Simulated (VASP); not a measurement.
# TiO2 (P4_2/mnm) in VASP: a series of runs

TiO2 is run at these levels: PBE+D4, PBE; tasks: single point.

Everything below comes from runs of VASP 6.6.1. Logs are shortened: lines on timing, memory, paths and dates and some standing lists are left out, and cuts for length are marked.

### 1 The cell of the first run

It takes space group P4_2/mnm (No. 136, tetragonal). Conventional cell: a = 4.607 Å, b = 4.607 Å, c = 2.955 Å, α = 90.00°, β = 90.00°, γ = 90.00°. Within 2.6 Å of Ti (site symmetry mmm) lie 6 O at 1.95 to 1.98 Å. Within 2.6 Å of O (site symmetry m2m) lie 3 Ti at 1.95 to 1.98 Å and 1 O at 2.55 Å.

### 2 Single point, PBE+D4

File INCAR:

```
PREC     = Accurate       # precision mode
ENCUT    = 520            # plane-wave cutoff, eV
EDIFF    = 1E-7           # SCF threshold, eV
ISMEAR   = -1             # smearing method
SIGMA    = 0.05           # smearing width, eV
LREAL    = False          # projectors in reciprocal space
LASPH    = True           # aspherical terms in the spheres
NELM     = 60             # most SCF steps
ALGO     = Normal         # electronic algorithm
ISIF     = 2              # what is computed and relaxed
LWAVE    = False          # write WAVECAR
LCHARG   = False          # write CHGCAR
GGA      = PE             # functional
IVDW     = 13             # dispersion correction
NBANDS   = 33             # bands
```

File KPOINTS:

```
regular mesh
0
Gamma
  6 6 9
```

File POSCAR:

```
TiO2
1.0
    4.6072763039      0.0000000000      0.0000000000
    0.0000000000      4.6072763039      0.0000000000
    0.0000000000      0.0000000000      2.9547512833
Ti O
2 4
Direct
    0.0000000000      0.0000000000      0.5000000000
    0.5000000000      0.5000000000      0.0000000000
    0.3045485019      0.3045485019      0.5000000000
    0.1954514981      0.8045485019      0.0000000000
    0.8045485019      0.1954514981      0.0000000000
    0.6954514981      0.6954514981      0.5000000000
```

Potentials or basis: VASP PAW PBE potentials, release 64 (Ti_sv, O).

Started as:

```
cat potpaw_PBE.64/Ti_sv/POTCAR potpaw_PBE.64/O/POTCAR > POTCAR
mpirun -np 1 vasp_std > vasp.out
```

OUTCAR:

```text
PREC = Accurate
   ENCUT = 520
   EDIFF = 1E-7
   ISMEAR = -1
   LREAL = False
   LASPH = True
   NELM = 60
   ISIF = 2
   GGA = PE
   IVDW = 13

 ion  position               nearest neighbor table
   1  0.000  0.000  0.500-   4 1.95   5 1.95   4 1.95   5 1.95   3 1.98   6 1.98
   2  0.500  0.500  0.000-   3 1.95   6 1.95   3 1.95   6 1.95   5 1.98   4 1.98
   3  0.305  0.305  0.500-   2 1.95   2 1.95   1 1.98
   4  0.195  0.805  0.000-   1 1.95   1 1.95   2 1.98
   5  0.805  0.195  0.000-   1 1.95   1 1.95   2 1.98
   6  0.695  0.695  0.500-   2 1.95   2 1.95   1 1.98

  LATTYP: Found a simple tetragonal cell.
 ALAT       =     4.6072763039
 C/A-ratio  =     0.6413227878

  Lattice vectors:

 A1 = (   4.6072763039,   0.0000000000,   0.0000000000)
 A2 = (   0.0000000000,   4.6072763039,   0.0000000000)
 A3 = (   0.0000000000,   0.0000000000,   2.9547512833)

Analysis of symmetry for initial positions (statically):
=====================================================================
 Subroutine PRICEL returns:
 Original cell was already a primitive cell.

 Routine SETGRP: Setting up the symmetry group for a
 simple tetragonal supercell.

 Subroutine GETGRP returns: Found 16 space group operations
 (whereof  8 operations were pure point group operations)
 out of a pool of 16 trial point group operations.

The static configuration has the point symmetry D_2h.
 The point group associated with its full space group is D_4h.

Analysis of symmetry for dynamics (positions and initial velocities):
=====================================================================
 Subroutine PRICEL returns:
 Original cell was already a primitive cell.

 Routine SETGRP: Setting up the symmetry group for a
 simple tetragonal supercell.

 Subroutine GETGRP returns: Found 16 space group operations
 (whereof  8 operations were pure point group operations)
 out of a pool of 16 trial point group operations.

The dynamic configuration has the point symmetry D_2h.
 The point group associated with its full space group is D_4h.

 Subroutine INISYM returns: Found 16 space group operations
 (whereof  8 operations are pure point group operations),
 and found     1 'primitive' translations

----------------------------------------------------------------------------------------

                                     Primitive cell

  volume of cell :      62.7205

  direct lattice vectors                    reciprocal lattice vectors
     4.607276304  0.000000000  0.000000000     0.217047977  0.000000000  0.000000000
     0.000000000  4.607276304  0.000000000     0.000000000  0.217047977  0.000000000
     0.000000000  0.000000000  2.954751283     0.000000000  0.000000000  0.338437961

  length of vectors
     4.607276304  4.607276304  2.954751283     0.217047977  0.217047977  0.338437961

  position of ions in fractional coordinates (direct lattice)
     0.000000000  0.000000000  0.500000000
     0.500000000  0.500000000  0.000000000
     0.304548502  0.304548502  0.500000000
     0.195451498  0.804548502  0.000000000
     0.804548502  0.195451498  0.000000000
     0.695451498  0.695451498  0.500000000

  ion indices of the primitive-cell ions
   primitive index   ion index
                 1           1
                 2           2
                 3           3
                 4           4
                 5           5
                 6           6

----------------------------------------------------------------------------------------

 KPOINTS: regular mesh

Automatic generation of k-mesh.
 Grid dimensions read from file:
 generate k-points for:    6    6    9

 Generating k-lattice:

  Cartesian coordinates                     Fractional coordinates (reciprocal lattice)
     0.036174663  0.000000000  0.000000000     0.166666667  0.000000000  0.000000000
     0.000000000  0.036174663  0.000000000     0.000000000  0.166666667  0.000000000
     0.000000000  0.000000000  0.037604218     0.000000000  0.000000000  0.111111111

  Length of vectors
     0.036174663  0.036174663  0.037604218

  Shift w.r.t. Gamma in fractional coordinates (k-lattice)
     0.000000000  0.000000000  0.000000000

 Subroutine IBZKPT returns following result:
 ===========================================

 Found     50 irreducible k-points:

 Following reciprocal coordinates:
            Coordinates               Weight
  0.000000  0.000000  0.000000      1.000000
  0.166667  0.000000  0.000000      4.000000
  0.333333  0.000000  0.000000      4.000000
  0.500000  0.000000  0.000000      2.000000
  0.166667  0.166667  0.000000      4.000000
  0.333333  0.166667  0.000000      8.000000
[... 16 lines left out ...]
  0.333333  0.000000  0.222222      8.000000
  0.500000  0.000000  0.222222      4.000000
 [... further k-points ...]
   k-points           NKPTS =     50   k-points in BZ     NKDIM =     50   number of bands    NBANDS=     33
   number of dos      NEDOS =    301   number of ions     NIONS =      6
   total plane-waves  NPLWV =  31104
   dimension x,y,z NGX =    36 NGY =   36 NGZ =   24
   dimension x,y,z NGXF=    72 NGYF=   72 NGZF=   48
   ions per type =               2   4
   NGX,Y,Z   is equivalent  to a cutoff of  12.99, 12.99, 13.50 a.u.
   NGXF,Y,Z  is equivalent  to a cutoff of  25.98, 25.98, 27.01 a.u.
 SYSTEM =  unknown system
   PREC   = accura    normal or accurate (medium, high low for compatibility)
   ISTART =      0    job   : 0-new  1-cont  2-samecut
   ICHARG =      2    charge: 1-file 2-atom 10-const
   ISPIN  =      1    spin polarized calculation?
   LNONCOLLINEAR =      F non collinear calculations
   LSORBIT =      F    spin-orbit coupling
   LASPH  =      T    aspherical Exc in radial PAW
   ENCUT  =  520.0 eV  38.22 Ry    6.18 a.u.   8.57  8.57  5.49*2*pi/ulx,y,z
   NELM   =     60;   NELMIN=  2; NELMDL= -5     # of ELM steps
   EDIFF  = 0.1E-06   stopping-criterion for ELM
   LREAL  =      F    real-space projection
   EDIFFG = 0.1E-05   stopping-criterion for IOM
   NSW    =      0    number of steps for IOM
   IBRION =     -1    ionic relax: 0-MD 1-quasi-New 2-CG
   NFREE  =      0    steps in history (QN), initial steepest desc. (CG)
   ISIF   =      2    stress and relaxation
   ISYM   =      2    0-nonsym 1-usesym 2-fastsym
   POTIM  = 0.5000    time-step for ionic-motion
   TEBEG  =    0.0;   TEEND  =   0.0 temperature during run
   PSTRESS=    0.0 pullay stress
   NELECT =      48.0000    total number of electrons
   NUPDOWN=      -1.0000    fix difference up-down
   EMIN   =  10.00;   EMAX   =-10.00  energy-range for DOS
   EFERMI =   0.00;   METHOD = LEGACY
   ISMEAR =    -1;   SIGMA  =   0.05  broadening in eV -4-tet -1-fermi 0-gaus
   EFERMI_NEDOS =   21; number of points for ismear=-14 and -15
   IALGO  =     38    algorithm
   IMIX   =      4    mixing-type and parameters
     AMIX     =   0.40;   BMIX     =  1.00
     AMIX_MAG =   1.60;   BMIX_MAG =  1.00
  volume/ion in A,a.u.               =      10.45        70.54
  Fermi-wavevector in a.u.,A,eV,Ry     =   1.497449  2.829769 30.509079  2.242354
  Thomas-Fermi vector in A             =   2.609336
   LORBIT       =      0    0 simple, 1 ext, 2 COOP (PROOUT), +10 PAW based schemes
   GGA     = PE    functional components
   LHFCALC =     F    Hartree Fock is set to
   AEXX    =    0.0000 exact exchange contribution
   IVDW    =    13    specifies the selected vdW correction
   LEPSILON=     F    determine dielectric tensor
   LRPA    =     F    only Hartree local field effects (RPA)
 non-spin polarized calculation
  energy-cutoff  :      520.00
  volume of cell :       62.72
 maximum number of plane-waves:      1720
 NGX is ok and might be reduce to    36
   NGX = 17   NGY = 17   NGZ = 11

 number of electron      48.0000022 magnetization

 Free energy of the ion-electron system (eV)
  ---------------------------------------------------
  ext. energy  EPLUGINS =         0.00000000
  ---------------------------------------------------
  free energy    TOTEN  =       -53.65569312 eV

  energy without entropy =      -53.65569312  energy(sigma->0) =      -53.65569312

 E-fermi :   5.6931     XC(G=0): -11.3868

 val. band max:        4.7955711762   @ k =   0.0000   0.0000   0.0000
 cond. band min:       6.6440603606   @ k =   0.0000   0.0000   0.0000
 fundamental gap:      1.8484891844
 Fermi energy:         5.6930918577

 k-point     1 :       0.0000    0.0000    0.0000
  band No.  band energies     occupation
      1     -52.1337      2.00000
      2     -52.1171      2.00000
      3     -28.4372      2.00000
      4     -28.4372      2.00000
      5     -28.2753      2.00000
      6     -28.2753      2.00000
[... 25 lines left out ...]
     32      11.3654      0.00000
     33      11.3658      0.00000

 k-point     2 :       0.1667    0.0000    0.0000
  band No.  band energies     occupation
      1     -52.1326      2.00000
      2     -52.1182      2.00000
      3     -28.4286      2.00000
      4     -28.4278      2.00000
      5     -28.2857      2.00000
      6     -28.2849      2.00000
[... 25 lines left out ...]
     32      11.2734      0.00000
     33      11.2927      0.00000

 k-point     3 :       0.3333    0.0000    0.0000
  band No.  band energies     occupation
      1     -52.1295      2.00000
      2     -52.1213      2.00000
      3     -28.4057      2.00000
      4     -28.4037      2.00000
      5     -28.3118      2.00000
      6     -28.3097      2.00000
[... 25 lines left out ...]
     32      11.0894      0.00000
     33      11.1266      0.00000

 k-point     4 :       0.5000    0.0000    0.0000
  band No.  band energies     occupation
      1     -52.1254      2.00000
      2     -52.1254      2.00000
      3     -28.3858      2.00000
      4     -28.3858      2.00000
      5     -28.3306      2.00000
      6     -28.3306      2.00000
[... 673 lines left out ...]
     32      10.5866      0.00000
     33      10.8378      0.00000

 k-point    23 :       0.3333    0.0000    0.2222
  band No.  band energies     occupation
      1     -52.1119      2.00000
      2     -52.1055      2.00000
      3     -28.4279      2.00000
      4     -28.4124      2.00000
      5     -28.3585      2.00000
      6     -28.3490      2.00000
[... 25 lines left out ...]
     32      10.1732      0.00000
     33      10.9082      0.00000

 k-point    24 :       0.5000    0.0000    0.2222
  band No.  band energies     occupation
      1     -52.1087      2.00000
      2     -52.1087      2.00000
      3     -28.4233      2.00000
      4     -28.4233      2.00000
      5     -28.3399      2.00000
      6     -28.3399      2.00000
[... 25 lines left out ...]
     32       9.9945      0.00000
     33      11.3147      0.00000

 [... further k-points ...]

------------------------ aborting loop because EDIFF is reached ----------------------------------------

  DFT-D4 for vdW energy calculation

  Edisp (eV):   -1.23598

  FORCE on cell =-STRESS in cart. coord.  units (eV):
  Direction    XX          YY          ZZ          XY          YZ          ZX
  --------------------------------------------------------------------------------------
  -------------------------------------------------------------------------------------
  Total       0.23735     0.23735     0.33997     0.00000     0.00000     0.00000
  in kB       6.06305     6.06305     8.68439     0.00000     0.00000     0.00000
  external pressure =        6.94 kB  Pullay stress =        0.00 kB

 VOLUME and BASIS-vectors are now :
 -----------------------------------------------------------------------------
  energy-cutoff  :      520.00
  volume of cell :       62.72
      direct lattice vectors                 reciprocal lattice vectors
     4.607276304  0.000000000  0.000000000     0.217047977  0.000000000  0.000000000
     0.000000000  4.607276304  0.000000000     0.000000000  0.217047977  0.000000000
     0.000000000  0.000000000  2.954751283     0.000000000  0.000000000  0.338437961

 POSITION                                       TOTAL-FORCE (eV/Angst)
 -----------------------------------------------------------------------------------
      0.00000      0.00000      1.47738         0.000000      0.000000      0.000000
      2.30364      2.30364      0.00000         0.000000      0.000000      0.000000
      1.40314      1.40314      1.47738        -0.018542     -0.018542      0.000000
      0.90050      3.70678      0.00000         0.018542     -0.018542      0.000000
      3.70678      0.90050      0.00000        -0.018542      0.018542     -0.000000
      3.20414      3.20414      1.47738         0.018542      0.018542     -0.000000
 -----------------------------------------------------------------------------------
    total drift:                                0.000000      0.000000      0.000000

  FREE ENERGIE OF THE ION-ELECTRON SYSTEM (eV)
  ---------------------------------------------------
  free  energy   TOTEN  =       -54.8916705680 eV

  energy  without entropy=      -54.8916705675  energy(sigma->0) =      -54.89167057
```

It took 42 s on 1 thread of Intel Xeon 6975P-C (Granite Rapids), shared host; peak memory 0.22 GiB.

Results:

```
Free energy                : -54.8917 eV
Pressure                   : 0.7 GPa
Largest force              : 0.026 eV/Å
Band gap on the k mesh     : 1.85 eV, direct
Dispersion energy per atom : -0.206 eV
```

Forces on the atoms (eV/Å):
```
Ti   0.000  0.000  0.000
Ti   0.000  0.000  0.000
O   -0.019 -0.019  0.000
O    0.019 -0.019  0.000
O   -0.019  0.019  0.000
O    0.019  0.019  0.000
```

A k mesh can miss the band edges.

[end of part 1 of 2]
